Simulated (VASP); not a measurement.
# Tl (Fm-3m) in VASP: relaxation of cell and atoms with PBE

Aim: the relaxation of cell and atoms of Tl with PBE.

Program: VASP 6.6.1. These are calculated values, not measurements. Logs are shortened: lines on timing, memory, paths and dates and some standing lists are left out, and cuts for length are marked.

### Step 1. The cell of the first run

Symmetry: Fm-3m, No. 225, cubic system. Conventional cell: a = 4.613 Å, b = 4.613 Å, c = 4.613 Å, α = 90.00°, β = 90.00°, γ = 90.00°. Tl (site symmetry m-3m) has 12 Tl at 3.26 Å within 4.3 Å.

This isn't the form of Tl at room conditions, which is hcp.

### Step 2. Relaxation of cell and atoms, PBE

Contents of INCAR:

```
PREC     = Accurate       # precision mode
ENCUT    = 600            # plane-wave cutoff, eV
EDIFF    = 1E-7           # SCF threshold, eV
ISMEAR   = -1             # smearing method
SIGMA    = 0.08           # smearing width, eV
LREAL    = False          # projectors in reciprocal space
LASPH    = True           # aspherical terms in the spheres
NELM     = 80             # most SCF steps
ALGO     = Normal         # electronic algorithm
ISIF     = 3              # what is computed and relaxed
LWAVE    = False          # write WAVECAR
LCHARG   = False          # write CHGCAR
GGA      = PE             # functional
IBRION   = 2              # ionic algorithm
NSW      = 100            # ionic steps
EDIFFG   = -0.005         # ionic threshold
```

Contents of KPOINTS:

```
Automatic mesh
0
Gamma
  14 14 14
```

Contents of POSCAR:

```
Tl
1.0
    0.0000000000      2.3065423871      2.3065423871
    2.3065423871      0.0000000000      2.3065423871
    2.3065423871      2.3065423871      0.0000000000
Tl
1
Direct
    0.0000000000      0.0000000000      0.0000000000
```

Potentials or basis: VASP PAW PBE potentials, release 64 (Tl_d).

Run with:

```console
$ cat potpaw_PBE.64/Tl_d/POTCAR > POTCAR
$ mpirun -np 1 vasp_std > vasp.out
```

OUTCAR:

```text
PREC = Accurate
   ENCUT = 600
   EDIFF = 1E-7
   ISMEAR = -1
   LREAL = False
   LASPH = True
   NELM = 80
   ISIF = 3
   GGA = PE
   IBRION = 2
   NSW = 100
   EDIFFG = -0.005

 ion  position               nearest neighbor table
   1  0.000  0.000  0.000-

  LATTYP: Found a face centered cubic cell.
 ALAT       =     4.6130847742

  Lattice vectors:

 A1 = (   0.0000000000,   2.3065423871,   2.3065423871)
 A2 = (   2.3065423871,   0.0000000000,   2.3065423871)
 A3 = (   2.3065423871,   2.3065423871,   0.0000000000)

Analysis of symmetry for initial positions (statically):
=====================================================================
 Subroutine PRICEL returns:
 Original cell was already a primitive cell.

 Routine SETGRP: Setting up the symmetry group for a
 face centered cubic supercell.

 Subroutine GETGRP returns: Found 48 space group operations
 (whereof 48 operations were pure point group operations)
 out of a pool of 48 trial point group operations.

The static configuration has the point symmetry O_h .

Analysis of symmetry for dynamics (positions and initial velocities):
=====================================================================
 Subroutine PRICEL returns:
 Original cell was already a primitive cell.

 Routine SETGRP: Setting up the symmetry group for a
 face centered cubic supercell.

 Subroutine GETGRP returns: Found 48 space group operations
 (whereof 48 operations were pure point group operations)
 out of a pool of 48 trial point group operations.

The dynamic configuration has the point symmetry O_h .

 Subroutine INISYM returns: Found 48 space group operations
 (whereof 48 operations are pure point group operations),
 and found     1 'primitive' translations

----------------------------------------------------------------------------------------

                                     Primitive cell

  volume of cell :      24.5422

  direct lattice vectors                    reciprocal lattice vectors
     0.000000000  2.306542387  2.306542387    -0.216774685  0.216774685  0.216774685
     2.306542387  0.000000000  2.306542387     0.216774685 -0.216774685  0.216774685
     2.306542387  2.306542387  0.000000000     0.216774685  0.216774685 -0.216774685

  length of vectors
     3.261943526  3.261943526  3.261943526     0.375464769  0.375464769  0.375464769

  position of ions in fractional coordinates (direct lattice)
     0.000000000  0.000000000  0.000000000

  ion indices of the primitive-cell ions
   primitive index   ion index
                 1           1

----------------------------------------------------------------------------------------

 KPOINTS: Automatic mesh

Automatic generation of k-mesh.
 Grid dimensions read from file:
 generate k-points for:   14   14   14

 Generating k-lattice:

  Cartesian coordinates                     Fractional coordinates (reciprocal lattice)
    -0.015483906  0.015483906  0.015483906     0.071428571  0.000000000  0.000000000
     0.015483906 -0.015483906  0.015483906     0.000000000  0.071428571  0.000000000
     0.015483906  0.015483906 -0.015483906     0.000000000  0.000000000  0.071428571

  Length of vectors
     0.026818912  0.026818912  0.026818912

  Shift w.r.t. Gamma in fractional coordinates (k-lattice)
     0.000000000  0.000000000  0.000000000

 Subroutine IBZKPT returns following result:
 ===========================================

 Found    104 irreducible k-points:

 Following reciprocal coordinates:
            Coordinates               Weight
  0.000000  0.000000  0.000000      1.000000
  0.071429  0.000000  0.000000      8.000000
  0.142857  0.000000  0.000000      8.000000
  0.214286  0.000000  0.000000      8.000000
  0.285714  0.000000  0.000000      8.000000
  0.357143  0.000000  0.000000      8.000000
[... 16 lines left out ...]
  0.214286  0.142857  0.000000     24.000000
  0.285714  0.142857  0.000000     24.000000
 [... further k-points ...]
   k-points           NKPTS =    104   k-points in BZ     NKDIM =    104   number of bands    NBANDS=     10
   number of dos      NEDOS =    301   number of ions     NIONS =      1
   total plane-waves  NPLWV =  21952
   dimension x,y,z NGX =    28 NGY =   28 NGZ =   28
   dimension x,y,z NGXF=    56 NGYF=   56 NGZF=   56
   ions per type =               1
   NGX,Y,Z   is equivalent  to a cutoff of  14.27, 14.27, 14.27 a.u.
   NGXF,Y,Z  is equivalent  to a cutoff of  28.54, 28.54, 28.54 a.u.
 SYSTEM =  unknown system
   PREC   = accura    normal or accurate (medium, high low for compatibility)
   ISTART =      0    job   : 0-new  1-cont  2-samecut
   ICHARG =      2    charge: 1-file 2-atom 10-const
   ISPIN  =      1    spin polarized calculation?
   LNONCOLLINEAR =      F non collinear calculations
   LSORBIT =      F    spin-orbit coupling
   LASPH  =      T    aspherical Exc in radial PAW
   ENCUT  =  600.0 eV  44.10 Ry    6.64 a.u.   6.51  6.51  6.51*2*pi/ulx,y,z
   NELM   =     80;   NELMIN=  2; NELMDL= -5     # of ELM steps
   EDIFF  = 0.1E-06   stopping-criterion for ELM
   LREAL  =      F    real-space projection
   EDIFFG = -.5E-02   stopping-criterion for IOM
   NSW    =    100    number of steps for IOM
   IBRION =      2    ionic relax: 0-MD 1-quasi-New 2-CG
   NFREE  =      1    steps in history (QN), initial steepest desc. (CG)
   ISIF   =      3    stress and relaxation
   ISYM   =      2    0-nonsym 1-usesym 2-fastsym
   POTIM  = 0.5000    time-step for ionic-motion
   TEBEG  =    0.0;   TEEND  =   0.0 temperature during run
   PSTRESS=    0.0 pullay stress
   NELECT =      13.0000    total number of electrons
   NUPDOWN=      -1.0000    fix difference up-down
   EMIN   =  10.00;   EMAX   =-10.00  energy-range for DOS
   EFERMI =   0.00;   METHOD = LEGACY
   ISMEAR =    -1;   SIGMA  =   0.08  broadening in eV -4-tet -1-fermi 0-gaus
   EFERMI_NEDOS =   21; number of points for ismear=-14 and -15
   IALGO  =     38    algorithm
   IMIX   =      4    mixing-type and parameters
     AMIX     =   0.40;   BMIX     =  1.00
     AMIX_MAG =   1.60;   BMIX_MAG =  1.00
  volume/ion in A,a.u.               =      24.54       165.62
  Fermi-wavevector in a.u.,A,eV,Ry     =   1.324599  2.503130 23.872282  1.754563
  Thomas-Fermi vector in A             =   2.454122
   LORBIT       =      0    0 simple, 1 ext, 2 COOP (PROOUT), +10 PAW based schemes
   GGA     = PE    functional components
   LHFCALC =     F    Hartree Fock is set to
   AEXX    =    0.0000 exact exchange contribution
   IVDW    =     0    specifies the selected vdW correction
   LEPSILON=     F    determine dielectric tensor
   LRPA    =     F    only Hartree local field effects (RPA)
 conjugate gradient relaxation of ions
 non-spin polarized calculation
  energy-cutoff  :      600.00
  volume of cell :       24.54
 maximum number of plane-waves:       869
 NGX is ok and might be reduce to    28
   NGX = 13   NGY = 13   NGZ = 13

--------------------------------------- Ionic step        1  -------------------------------------------

 number of electron      13.0000002 magnetization

 Free energy of the ion-electron system (eV)
  ---------------------------------------------------
  ext. energy  EPLUGINS =         0.00000000
  ---------------------------------------------------
  free energy    TOTEN  =        -2.01342076 eV

  energy without entropy =       -2.00257774  energy(sigma->0) =       -2.00799925

 E-fermi :   8.3130     XC(G=0): -10.9798

 val. band max:        8.2399867645   @ k =  -0.2857   0.4286   0.1429
 cond. band min:       8.3324624530   @ k =  -0.3571   0.4286   0.2143
 fundamental gap:      0.0924756885
 Fermi energy:         8.3129910091

 k-point     1 :       0.0000    0.0000    0.0000
  band No.  band energies     occupation
      1      -3.5485      2.00000
      2      -3.5485      2.00000
      3      -3.5485      2.00000
      4      -3.1427      2.00000
      5      -3.1427      2.00000
      6      -2.8610      2.00000
      7      19.4384      0.00000
      8      19.9222      0.00000
      9      19.9222      0.00000
     10      19.9222      0.00000

 k-point     2 :       0.0714    0.0000    0.0000
  band No.  band energies     occupation
      1      -3.5580      2.00000
      2      -3.5288      2.00000
      3      -3.5288      2.00000
      4      -3.1464      2.00000
      5      -3.1464      2.00000
      6      -2.7334      2.00000
      7      18.4233      0.00000
      8      19.5409      0.00000
      9      19.8211      0.00000
     10      19.8211      0.00000

 k-point     3 :       0.1429    0.0000    0.0000
  band No.  band energies     occupation
      1      -3.6011      2.00000
      2      -3.4839      2.00000
      3      -3.4839      2.00000
      4      -3.1455      2.00000
      5      -3.1455      2.00000
      6      -2.3322      2.00000
      7      15.8670      0.00000
      8      19.5288      0.00000
      9      19.5288      0.00000
     10      19.6237      0.00000
[... 356 lines left out ...]
 VOLUME and BASIS-vectors are now :
 -----------------------------------------------------------------------------
  energy-cutoff  :      600.00
  volume of cell :       31.01
      direct lattice vectors                 reciprocal lattice vectors
    -0.000000000  2.493492637  2.493492637    -0.200521948  0.200521948  0.200521948
     2.493492637 -0.000000000  2.493492637     0.200521948 -0.200521948  0.200521948
     2.493492637  2.493492637  0.000000000     0.200521948  0.200521948 -0.200521948

 POSITION                                       TOTAL-FORCE (eV/Angst)
 -----------------------------------------------------------------------------------
     -0.00000      0.00000      0.00000         0.000000      0.000000     -0.000000
 -----------------------------------------------------------------------------------
    total drift:                               -0.000000     -0.000000     -0.000000

  FREE ENERGIE OF THE ION-ELECTRON SYSTEM (eV)
  ---------------------------------------------------
  free  energy   TOTEN  =        -2.2100078056 eV

  energy  without entropy=       -2.1965528016  energy(sigma->0) =       -2.20328030

--------------------------------------- Ionic step        4  -------------------------------------------

 number of electron      13.0000002 magnetization

 Free energy of the ion-electron system (eV)
  ---------------------------------------------------
  ext. energy  EPLUGINS =         0.00000000
  ---------------------------------------------------
  free energy    TOTEN  =        -2.21004406 eV

  energy without entropy =       -2.19653219  energy(sigma->0) =       -2.20328812

 E-fermi :   5.6936     XC(G=0):  -9.7706

 val. band max:        5.6717456829   @ k =  -0.2857   0.5000   0.2143
 cond. band min:       5.7153219517   @ k =  -0.4286   0.3571   0.1429
 fundamental gap:      0.0435762688
 Fermi energy:         5.6936253410

 k-point     1 :       0.0000    0.0000    0.0000
  band No.  band energies     occupation
      1      -5.7949      2.00000
      2      -5.7949      2.00000
      3      -5.7949      2.00000
      4      -5.5739      2.00000
      5      -5.5739      2.00000
      6      -3.7737      2.00000
      7      15.2744      0.00000
      8      15.2744      0.00000
      9      15.2744      0.00000
     10      16.5343      0.00000

 k-point     2 :       0.0714    0.0000    0.0000
  band No.  band energies     occupation
      1      -5.7975      2.00000
      2      -5.7837      2.00000
      3      -5.7837      2.00000
      4      -5.5754      2.00000
      5      -5.5754      2.00000
      6      -3.6728      2.00000
      7      14.0471      0.00000
      8      15.1555      0.00000
      9      15.1555      0.00000
     10      16.4252      0.00000

 k-point     3 :       0.1429    0.0000    0.0000
  band No.  band energies     occupation
      1      -5.8088      2.00000
      2      -5.7582      2.00000
      3      -5.7582      2.00000
      4      -5.5733      2.00000
      5      -5.5733      2.00000
      6      -3.3653      2.00000
      7      11.8506      0.00000
      8      14.8478      0.00000
      9      14.8478      0.00000
     10      16.3104      0.00000
[... 286 lines left out ...]
 VOLUME and BASIS-vectors are now :
 -----------------------------------------------------------------------------
  energy-cutoff  :      600.00
  volume of cell :       31.15
      direct lattice vectors                 reciprocal lattice vectors
    -0.000000000  2.497231643  2.497231643    -0.200221714  0.200221714  0.200221714
     2.497231643 -0.000000000  2.497231643     0.200221714 -0.200221714  0.200221714
     2.497231643  2.497231643  0.000000000     0.200221714  0.200221714 -0.200221714

 POSITION                                       TOTAL-FORCE (eV/Angst)
 -----------------------------------------------------------------------------------
      4.99446      2.49723      2.49723        -0.000000     -0.000000      0.000000
 -----------------------------------------------------------------------------------
    total drift:                                0.000000      0.000000      0.000000

  FREE ENERGIE OF THE ION-ELECTRON SYSTEM (eV)
  ---------------------------------------------------
  free  energy   TOTEN  =        -2.2100440639 eV

  energy  without entropy=       -2.1965321858  energy(sigma->0) =       -2.20328812

 reached required accuracy - stopping structural energy minimisation
```

It took 1.9 min on 1 thread of Intel Xeon 8259CL, shared host; peak memory 0.19 GiB.

What came out:

| Item | Value |
| --- | --- |
| Free energy | -2.2100 eV |
| Relaxed volume | 31.15 Å³/atom |
| Relaxed cell | a = 3.532 Å, b = 3.532 Å, c = 3.532 Å, α = 60.00°, β = 60.00°, γ = 60.00° |
| Space group after relaxing (to 0.1 Å) | Fm-3m (No. 225) |
| Energy gained by relaxing | 196.6 meV/atom |
| Ionic steps | 4 |
| Pressure after relaxing | 0.0 GPa |
| Band gap on the k mesh | zero (an odd number of electrons rules out a gap without spin polarisation) |

The path:
```csv
step,energy change (eV),largest force (eV/Å),pressure (GPa),volume (Å³)
1,0.0000,0.0000,12.37,24.54
2,-0.1951,0.0000,-0.62,31.90
3,-0.1966,0.0000,0.10,31.01
4,-0.1966,0.0000,-0.02,31.15
```

Final structure:
```
CELL_PARAMETERS angstrom
0.00000 2.49723 2.49723
2.49723 0.00000 2.49723
2.49723 2.49723 0.00000
ATOMIC_POSITIONS crystal
Tl 0.00000 0.00000 0.00000
```

Caveat: the volume moved by over 15 % at a fixed basis, so the end points are rough; spin-orbit coupling is left out, which moves the levels of the heavy elements.

The gap in the log of VASP goes by the Fermi energy; the results here count the filled bands.